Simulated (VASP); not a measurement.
# Al (Im-3m) in VASP: notebook

Al is run at these levels: PBEsol; tasks: single point.

Everything below comes from runs of VASP 6.6.1. Logs are shortened: lines on timing, memory, paths and dates and some standing lists are left out, and cuts for length are marked.

## (1) The cell of the first run

It takes space group Im-3m (No. 229, cubic). The conventional cell has a = 2.955 Å, b = 2.955 Å, c = 2.955 Å, α = 90.00°, β = 90.00°, γ = 90.00°. Within 3.4 Å of Al (site symmetry m-3m) lie 14 Al at 2.56 to 2.96 Å.

## (2) Single point, PBEsol (volume scaled by 0.78)

INCAR reads:

```
PREC = Accurate ; ENCUT = 520
EDIFF = 1E-7 ; ISMEAR = -1
SIGMA = 0.05 ; LREAL = F
LASPH = T ; NELM = 60
ALGO = Normal ; ISIF = 2
LWAVE = F ; LCHARG = F
GGA = PS ; NBANDS = 8
```

KPOINTS reads:

```
regular mesh
0
Gamma
  17 17 17
```

POSCAR reads:

```
Al
1.0
   -1.4775718568      1.4775718568      1.4775718568
    1.4775718568     -1.4775718568      1.4775718568
    1.4775718568      1.4775718568     -1.4775718568
Al
1
Direct
    0.0000000000      0.0000000000      0.0000000000
```

Potentials or basis: VASP PAW PBE potentials, release 64 (Al).

Started as:

```sh
> cat potpaw_PBE.64/Al/POTCAR > POTCAR
> mpirun -np 1 vasp_std > vasp.out
```

OUTCAR:

```text
PREC = Accurate
   ENCUT = 520
   EDIFF = 1E-7
   ISMEAR = -1
   LREAL = F
   LASPH = T
   NELM = 60
   ISIF = 2
   GGA = PS

 ion  position               nearest neighbor table
   1  0.000  0.000  0.000-

  LATTYP: Found a body centered cubic cell.
 ALAT       =     2.9551437136

  Lattice vectors:

 A1 = (  -1.4775718568,   1.4775718568,   1.4775718568)
 A2 = (   1.4775718568,  -1.4775718568,   1.4775718568)
 A3 = (   1.4775718568,   1.4775718568,  -1.4775718568)

Analysis of symmetry for initial positions (statically):
=====================================================================
 Subroutine PRICEL returns:
 Original cell was already a primitive cell.

 Routine SETGRP: Setting up the symmetry group for a
 body centered cubic supercell.

 Subroutine GETGRP returns: Found 48 space group operations
 (whereof 48 operations were pure point group operations)
 out of a pool of 48 trial point group operations.

The static configuration has the point symmetry O_h .

Analysis of symmetry for dynamics (positions and initial velocities):
=====================================================================
 Subroutine PRICEL returns:
 Original cell was already a primitive cell.

 Routine SETGRP: Setting up the symmetry group for a
 body centered cubic supercell.

 Subroutine GETGRP returns: Found 48 space group operations
 (whereof 48 operations were pure point group operations)
 out of a pool of 48 trial point group operations.

The dynamic configuration has the point symmetry O_h .

 Subroutine INISYM returns: Found 48 space group operations
 (whereof 48 operations are pure point group operations),
 and found     1 'primitive' translations

----------------------------------------------------------------------------------------

                                     Primitive cell

  volume of cell :      12.9034

  direct lattice vectors                    reciprocal lattice vectors
    -1.477571857  1.477571857  1.477571857     0.000000000  0.338393018  0.338393018
     1.477571857 -1.477571857  1.477571857     0.338393018  0.000000000  0.338393018
     1.477571857  1.477571857 -1.477571857     0.338393018  0.338393018  0.000000000

  length of vectors
     2.559229528  2.559229528  2.559229528     0.478559996  0.478559996  0.478559996

  position of ions in fractional coordinates (direct lattice)
     0.000000000  0.000000000  0.000000000

  ion indices of the primitive-cell ions
   primitive index   ion index
                 1           1

----------------------------------------------------------------------------------------

 KPOINTS: regular mesh

Automatic generation of k-mesh.
 Grid dimensions read from file:
 generate k-points for:   17   17   17

 Generating k-lattice:

  Cartesian coordinates                     Fractional coordinates (reciprocal lattice)
     0.000000000  0.019905472  0.019905472     0.058823529  0.000000000  0.000000000
     0.019905472  0.000000000  0.019905472     0.000000000  0.058823529  0.000000000
     0.019905472  0.019905472  0.000000000     0.000000000  0.000000000  0.058823529

  Length of vectors
     0.028150588  0.028150588  0.028150588

  Shift w.r.t. Gamma in fractional coordinates (k-lattice)
     0.000000000  0.000000000  0.000000000

 Subroutine IBZKPT returns following result:
 ===========================================

 Found    165 irreducible k-points:

 Following reciprocal coordinates:
            Coordinates               Weight
  0.000000  0.000000  0.000000      1.000000
  0.058824  0.000000  0.000000     12.000000
  0.117647  0.000000  0.000000     12.000000
  0.176471  0.000000  0.000000     12.000000
  0.235294  0.000000  0.000000     12.000000
  0.294118  0.000000  0.000000     12.000000
[... 16 lines left out ...]
  0.411765  0.117647  0.000000     48.000000
  0.176471  0.176471  0.000000     24.000000
 [... further k-points ...]
   k-points           NKPTS =    165   k-points in BZ     NKDIM =    165   number of bands    NBANDS=      8
   number of dos      NEDOS =    301   number of ions     NIONS =      1
   total plane-waves  NPLWV =   8000
   dimension x,y,z NGX =    20 NGY =   20 NGZ =   20
   dimension x,y,z NGXF=    40 NGYF=   40 NGZF=   40
   ions per type =               1
   NGX,Y,Z   is equivalent  to a cutoff of  12.99, 12.99, 12.99 a.u.
   NGXF,Y,Z  is equivalent  to a cutoff of  25.98, 25.98, 25.98 a.u.
 SYSTEM =  unknown system
   PREC   = accura    normal or accurate (medium, high low for compatibility)
   ISTART =      0    job   : 0-new  1-cont  2-samecut
   ICHARG =      2    charge: 1-file 2-atom 10-const
   ISPIN  =      1    spin polarized calculation?
   LNONCOLLINEAR =      F non collinear calculations
   LSORBIT =      F    spin-orbit coupling
   LASPH  =      T    aspherical Exc in radial PAW
   ENCUT  =  520.0 eV  38.22 Ry    6.18 a.u.   4.76  4.76  4.76*2*pi/ulx,y,z
   NELM   =     60;   NELMIN=  2; NELMDL= -5     # of ELM steps
   EDIFF  = 0.1E-06   stopping-criterion for ELM
   LREAL  =      F    real-space projection
   EDIFFG = 0.1E-05   stopping-criterion for IOM
   NSW    =      0    number of steps for IOM
   IBRION =     -1    ionic relax: 0-MD 1-quasi-New 2-CG
   NFREE  =      0    steps in history (QN), initial steepest desc. (CG)
   ISIF   =      2    stress and relaxation
   ISYM   =      2    0-nonsym 1-usesym 2-fastsym
   POTIM  = 0.5000    time-step for ionic-motion
   TEBEG  =    0.0;   TEEND  =   0.0 temperature during run
   PSTRESS=    0.0 pullay stress
   NELECT =       3.0000    total number of electrons
   NUPDOWN=      -1.0000    fix difference up-down
   EMIN   =  10.00;   EMAX   =-10.00  energy-range for DOS
   EFERMI =   0.00;   METHOD = LEGACY
   ISMEAR =    -1;   SIGMA  =   0.05  broadening in eV -4-tet -1-fermi 0-gaus
   EFERMI_NEDOS =   21; number of points for ismear=-14 and -15
   IALGO  =     38    algorithm
   IMIX   =      4    mixing-type and parameters
     AMIX     =   0.40;   BMIX     =  1.00
     AMIX_MAG =   1.60;   BMIX_MAG =  1.00
  volume/ion in A,a.u.               =      12.90        87.08
  Fermi-wavevector in a.u.,A,eV,Ry     =   1.006653  1.902299 13.787479  1.013351
  Thomas-Fermi vector in A             =   2.139409
   LORBIT       =      0    0 simple, 1 ext, 2 COOP (PROOUT), +10 PAW based schemes
   GGA     = PS    functional components
   LHFCALC =     F    Hartree Fock is set to
   AEXX    =    0.0000 exact exchange contribution
   IVDW    =     0    specifies the selected vdW correction
   LEPSILON=     F    determine dielectric tensor
   LRPA    =     F    only Hartree local field effects (RPA)
 non-spin polarized calculation
  energy-cutoff  :      520.00
  volume of cell :       12.90
 maximum number of plane-waves:       370
   NGX =  9   NGY =  9   NGZ =  9

 number of electron       3.0000000 magnetization

 Free energy of the ion-electron system (eV)
  ---------------------------------------------------
  ext. energy  EPLUGINS =         0.00000000
  ---------------------------------------------------
  free energy    TOTEN  =        -3.70585324 eV

  energy without entropy =       -3.70237279  energy(sigma->0) =       -3.70411302

 E-fermi :  10.8157     XC(G=0): -11.1948

 val. band max:       10.7780604614   @ k =  -0.4118   0.4118   0.2353
 cond. band min:      10.8200073634   @ k =  -0.4706  -0.4706   0.3529
 fundamental gap:      0.0419469021
 Fermi energy:        10.8157421374

 k-point     1 :       0.0000    0.0000    0.0000
  band No.  band energies     occupation
      1      -2.1686      2.00000
      2      25.6028      0.00000
      3      25.6028      0.00000
      4      25.6028      0.00000
      5      29.0973      0.00000
      6      29.0973      0.00000
      7      29.5030      0.00000
      8      29.5030      0.00000

 k-point     2 :       0.0588    0.0000    0.0000
  band No.  band energies     occupation
      1      -2.0515      2.00000
      2      24.4675      0.00000
      3      25.0979      0.00000
      4      25.1733      0.00000
      5      28.0119      0.00000
      6      28.0905      0.00000
      7      29.7022      0.00000
      8      30.0516      0.00000

 k-point     3 :       0.1176    0.0000    0.0000
  band No.  band energies     occupation
      1      -1.7011      2.00000
      2      21.9221      0.00000
      3      24.0271      0.00000
      4      24.3148      0.00000
      5      26.7116      0.00000
      6      27.4084      0.00000
      7      29.9668      0.00000
      8      30.4280      0.00000

 k-point     4 :       0.1765    0.0000    0.0000
  band No.  band energies     occupation
      1      -1.1197      2.00000
      2      19.1178      0.00000
      3      22.8796      0.00000
      4      23.4342      0.00000
      5      25.5489      0.00000
      6      26.8107      0.00000
      7      30.4841      0.00000
      8      30.8578      0.00000

 k-point     5 :       0.2353    0.0000    0.0000
  band No.  band energies     occupation
      1      -0.3110      2.00000
      2      16.3790      0.00000
      3      21.8420      0.00000
      4      22.6583      0.00000
      5      24.5684      0.00000
      6      26.1808      0.00000
      7      31.2748      0.00000
      8      31.4150      0.00000
[... 177 lines left out ...]
 k-point    22 :       0.3529    0.1176    0.0000
  band No.  band energies     occupation
      1       3.7415      2.00000
      2       9.4335      2.00000
      3      16.6205      0.00000
      4      20.5550      0.00000
      5      24.3952      0.00000
      6      27.8507      0.00000
      7      31.6986      0.00000
      8      35.7483      0.00000

 k-point    23 :       0.4118    0.1176    0.0000
  band No.  band energies     occupation
      1       5.3100      2.00000
      2       7.4775      2.00000
      3      16.4072      0.00000
      4      20.3679      0.00000
      5      24.2042      0.00000
      6      27.7426      0.00000
      7      32.5930      0.00000
      8      35.2333      0.00000

 k-point    24 :       0.1765    0.1765    0.0000
  band No.  band energies     occupation
      1       0.9473      2.00000
      2      15.1537      0.00000
      3      16.4403      0.00000
      4      21.4088      0.00000
      5      26.1934      0.00000
      6      27.6950      0.00000
      7      32.0047      0.00000
      8      32.4373      0.00000

 [... further k-points ...]

------------------------ aborting loop because EDIFF is reached ----------------------------------------

  FORCE on cell =-STRESS in cart. coord.  units (eV):
  Direction    XX          YY          ZZ          XY          YZ          ZX
  --------------------------------------------------------------------------------------
  -------------------------------------------------------------------------------------
  Total        2.5328129      2.5328129      2.5328129     -0.0000000      0.0000000     -0.0000000
  in kB      314.4907450    314.4907450    314.4907450     -0.0000000      0.0000000     -0.0000000
  external PRESSURE =     314.4907450 kB  Pullay stress =       0.0000000 kB

 VOLUME and BASIS-vectors are now :
 -----------------------------------------------------------------------------
  energy-cutoff  :      520.00
  volume of cell :       12.90
      direct lattice vectors                 reciprocal lattice vectors
    -1.477571857  1.477571857  1.477571857     0.000000000  0.338393018  0.338393018
     1.477571857 -1.477571857  1.477571857     0.338393018  0.000000000  0.338393018
     1.477571857  1.477571857 -1.477571857     0.338393018  0.338393018  0.000000000

 POSITION                                       TOTAL-FORCE (eV/Angst)
 -----------------------------------------------------------------------------------
      0.00000      0.00000      0.00000         0.000000     -0.000000     -0.000000
 -----------------------------------------------------------------------------------
    total drift:                                0.000000      0.000000      0.000000

  FREE ENERGIE OF THE ION-ELECTRON SYSTEM (eV)
  ---------------------------------------------------
  free  energy   TOTEN  =        -3.7058532398 eV

  energy  without entropy=       -3.7023727914  energy(sigma->0) =       -3.70411302
```

Run time: 7.5 s. Hardware: 1 thread of Intel Xeon Platinum 8488C (Sapphire Rapids), shared host; peak memory 0.13 GiB.

Results:

| Property | Result |
| --- | --- |
| Free energy | -3.7059 eV |
| Pressure | 31.4 GPa |

Levels at points of the mesh, in eV from the Fermi level:
```tsv
k point	band 1	band 2	band 3	band 4
(0.00, 0.00, 0.00)	-12.98	14.79	14.79	14.79
```

Caveat: the cell differs from its parent crystal (volume scaled by 0.78); the PAW data sets were made with another functional, which shifts forces and pressure a little.

## (3) Single point, PBEsol (volume scaled by 0.88)

INCAR reads:

```
  PREC = Accurate
  ENCUT = 520
  EDIFF = 1E-6
  ISMEAR = -1
  SIGMA = 0.05
  LREAL = False
  LASPH = True
  NELM = 100
  ALGO = Normal
  ISIF = 2
  LWAVE = False
  LCHARG = True
  GGA = PS
  LELF = True
  LVHAR = True
  NBANDS = 8
```

KPOINTS reads:

```
Automatic mesh
0
Gamma
  17 17 17
```

POSCAR reads:

```
Al
1.0
   -1.5381946637      1.5381946637      1.5381946637
    1.5381946637     -1.5381946637      1.5381946637
    1.5381946637      1.5381946637     -1.5381946637
Al
1
Direct
    0.0000000000      0.0000000000      0.0000000000
```

Potentials or basis: VASP PAW PBE potentials, release 64 (Al).

Started as:

```sh
> cat potpaw_PBE.64/Al/POTCAR > POTCAR
> mpirun -np 1 vasp_std > vasp.out
```

Run time: 8 s. Hardware: 1 thread of Intel Xeon Platinum 8488C (Sapphire Rapids), shared host; peak memory 0.13 GiB.

The run converged. Its results:

```
Free energy : -3.9237 eV
Pressure    : 12.5 GPa
```

Levels at points of the mesh, in eV from the Fermi level:
```
           k point  band 1  band 2  band 3  band 4
(0.00, 0.00, 0.00)  -12.07   13.98   13.98   13.98
```

Caveat: the cell differs from its parent crystal (volume scaled by 0.88); the PAW data sets were made with another functional, which shifts forces and pressure a little.

## (4) Single point, PBEsol (volume scaled by 0.88)

INCAR reads:

```
SYSTEM = Al
PREC     = Accurate       ! precision mode
ENCUT    = 520            ! plane-wave cutoff, eV
EDIFF    = 1E-7           ! SCF threshold, eV
ISMEAR   = -1             ! smearing method
SIGMA    = 0.05           ! smearing width, eV
LREAL    = .False.        ! projectors in reciprocal space
LASPH    = .True.         ! aspherical terms in the spheres
NELM     = 100            ! most SCF steps
ALGO     = Normal         ! electronic algorithm
ISIF     = 2              ! what is computed and relaxed
LWAVE    = .False.        ! write WAVECAR
LCHARG   = .True.         ! write CHGCAR
GGA      = PS             ! functional
LELF     = .True.         ! ELF
LVHAR    = .True.       
NBANDS   = 8              ! bands
```

KPOINTS reads:

```
regular mesh
0
Gamma
  17 17 17
  0 0 0
```

POSCAR is that of step 3.

Potentials or basis: VASP PAW PBE potentials, release 64 (Al).

Started as:

```sh
> cat potpaw_PBE.64/Al/POTCAR > POTCAR
> mpirun -np 1 vasp_std > vasp.out
```

OUTCAR:

```text
SYSTEM = Al
   PREC = Accurate
   ENCUT = 520
   EDIFF = 1E-7
   ISMEAR = -1
   LREAL = .False.
   LASPH = .True.
   NELM = 100
   ISIF = 2
   GGA = PS

 ion  position               nearest neighbor table
   1  0.000  0.000  0.000-

  LATTYP: Found a body centered cubic cell.
 ALAT       =     3.0763893274

  Lattice vectors:

 A1 = (  -1.5381946637,   1.5381946637,   1.5381946637)
 A2 = (   1.5381946637,  -1.5381946637,   1.5381946637)
 A3 = (   1.5381946637,   1.5381946637,  -1.5381946637)

Analysis of symmetry for initial positions (statically):
[... 432 lines left out ...]
      1       0.1860      2.00000
      2      13.5435      0.00000
      3      14.4718      0.00000
      4      19.0420      0.00000
      5      23.8351      0.00000
      6      24.7359      0.00000
      7      29.1055      0.00000
      8      29.1496      0.00000

 [... further k-points ...]
[... 5 lines left out ...]
  --------------------------------------------------------------------------------------
  -------------------------------------------------------------------------------------
  Total        1.1382867      1.1382867      1.1382867      0.0000000      0.0000000      0.0000000
  in kB      125.2761318    125.2761318    125.2761318      0.0000000      0.0000000      0.0000000
  external PRESSURE =     125.2761318 kB  Pullay stress =       0.0000000 kB

 VOLUME and BASIS-vectors are now :
 -----------------------------------------------------------------------------
  energy-cutoff  :      520.00
  volume of cell :       14.56
      direct lattice vectors                 reciprocal lattice vectors
    -1.538194664  1.538194664  1.538194664     0.000000000  0.325056387  0.325056387
     1.538194664 -1.538194664  1.538194664     0.325056387  0.000000000  0.325056387
     1.538194664  1.538194664 -1.538194664     0.325056387  0.325056387  0.000000000

 POSITION                                       TOTAL-FORCE (eV/Angst)
 -----------------------------------------------------------------------------------
      0.00000      0.00000      0.00000        -0.000000      0.000000      0.000000
 -----------------------------------------------------------------------------------
    total drift:                                0.000000     -0.000000     -0.000000

  FREE ENERGIE OF THE ION-ELECTRON SYSTEM (eV)
  ---------------------------------------------------
  free  energy   TOTEN  =        -3.9236818774 eV

  energy  without entropy=       -3.9197612019  energy(sigma->0) =       -3.92172154
```

Wall time 9 s (1 thread of Intel Xeon Platinum 8488C (Sapphire Rapids), shared host); peak memory 0.12 GiB.

What came out:

- Free energy: -3.9237 eV
- Pressure: 12.5 GPa

Caveat: the cell differs from its parent crystal (volume scaled by 0.88); the PAW data sets were made with another functional, which shifts forces and pressure a little.

## (5) Single point, PBEsol

This run uses another cell than the first one, of 16.54 Å³/atom, 1.282 times its volume.

INCAR reads:

```
SYSTEM = Al
PREC = Accurate ; ENCUT = 520
EDIFF = 1E-6 ; ISMEAR = -1
SIGMA = 0.05 ; LREAL = .FALSE.
LASPH = .TRUE. ; NELM = 60
ALGO = Normal ; ISIF = 2
LWAVE = .FALSE. ; LCHARG = .FALSE.
GGA = PS ; NBANDS = 8
```

KPOINTS reads:

```
regular mesh
0
G
  17 17 17
  0 0 0
```

POSCAR reads:

```
Al
1.0
   -1.6051553710      1.6051553710      1.6051553710
    1.6051553710     -1.6051553710      1.6051553710
    1.6051553710      1.6051553710     -1.6051553710
Al
1
Direct
    0.0000000000      0.0000000000      0.0000000000
```

Started as:

```sh
> cat potpaw_PBE.64/Al/POTCAR > POTCAR
> mpirun -np 1 vasp_std > vasp.out
```

Run time: 7.6 s. Hardware: 1 thread of Intel Xeon Platinum 8488C (Sapphire Rapids), shared host; peak memory 0.14 GiB.

Results (log left out):

- Free energy: -3.9937 eV
- Pressure: 0.1 GPa

Levels at points of the mesh, in eV from the Fermi level:
```
           k point  band 1  band 2  band 3  band 4
(0.00, 0.00, 0.00)  -11.13   13.21   13.21   13.21
```

Caveat: the PAW data sets were made with another functional, which shifts forces and pressure a little.

## (6) Overview

```tsv
cell	gap on the mesh (eV)	pressure (GPa)
a = 2.559 Å, angles 109.5°, 1 atom	none	31.4
a = 2.664 Å, angles 109.5°, 1 atom	none	12.5
a = 2.780 Å, angles 109.5°, 1 atom	none	0.1
```

Alike in all rows: task single point; level PBEsol; potentials or basis VASP PAW PBE potentials, release 64 (Al); no spin polarisation; k mesh 17 × 17 × 17; cutoff (eV) 520; smearing fermi-dirac 0.05 eV.

Caveats: the PAW data sets were made with another functional, which shifts forces and pressure a little.

Absolute energies hang on the potentials; compare differences alone.
